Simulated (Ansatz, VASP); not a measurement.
## Fe: VASP beside Ansatz

The input INCAR:

```
SYSTEM = Fe
PREC = Accurate
ENCUT = 600
EDIFF = 1E-6
ISMEAR = -1
SIGMA = 0.1
LREAL = .False.
LASPH = .True.
NELM = 120
ALGO = Normal
ISIF = 2
LWAVE = .False.
LCHARG = .False.
GGA = PE
NBANDS = 10
GGA_COMPAT = .False.
```

Contents of KPOINTS:

```
regular mesh
0
Gamma
  6 6 6
  0 0 0
```

Contents of POSCAR:

```
Fe
1.0
   -1.3807996972      1.3807996972      1.3807996972
    1.3807996972     -1.3807996972      1.3807996972
    1.3807996972      1.3807996972     -1.3807996972
Fe
1
Direct
    0.0000000000      0.0000000000      0.0000000000
```

Input for Ansatz:

```yaml
crystal:
  lattice:
    - [-1.3807996972, 1.3807996972, 1.3807996972]
    - [1.3807996972, -1.3807996972, 1.3807996972]
    - [1.3807996972, 1.3807996972, -1.3807996972]
  atoms:
    - { symbol: Fe, position: [0.0, 0.0, 0.0] }
hamiltonian:
  xc: pbe
  pseudopotentials:
    kind: paw
    azcp:
      Fe: "pseudopotentials/Fe.paw.azcp"
basis:
  ecutwfc: 420
  fft_grid_basis: typed
kpoints:
  mp_grid: { grid: [6, 6, 6], shift: [0, 0, 0] }
magnetization:
  spin_polarized: false
scf:
  occupations: { method: fermi_dirac, width: 0.1 }
  lower_state_search: "off"
output:
  stress: true
  write_density: true
  write_potential: true
  elf: true
  volumetric_format: npy
```

Alike in both runs: task single point; functional PBE; k mesh 6 × 6 × 6; occupations fermi-dirac, width 0.1 eV; no spin polarisation.

|  | VASP | Ansatz |
| --- | --- | --- |
| version | VASP 6.6.1 | Ansatz 0.2.0 |
| potentials or method | VASP PAW PBE potentials, release 64 (Fe), cutoff 600 eV | plane waves (420 eV) with PAW, scalar-relativistic |
| valence electrons in the cell | 8 | 16 |

VASP gave:

```
pressure (GPa) : 0.9
```

Problem. Estimate Ansatz's values.

Solution. Pressure (GPa): 1.5.

The functional is the same, so the differences come from potentials, cutoffs and numerics. VASP's potentials hold 8 valence electrons a cell and Ansatz's 16, so a difference there can come from the potentials and not from the codes.

The k mesh is coarse, so the values compare programs but aren't converged.
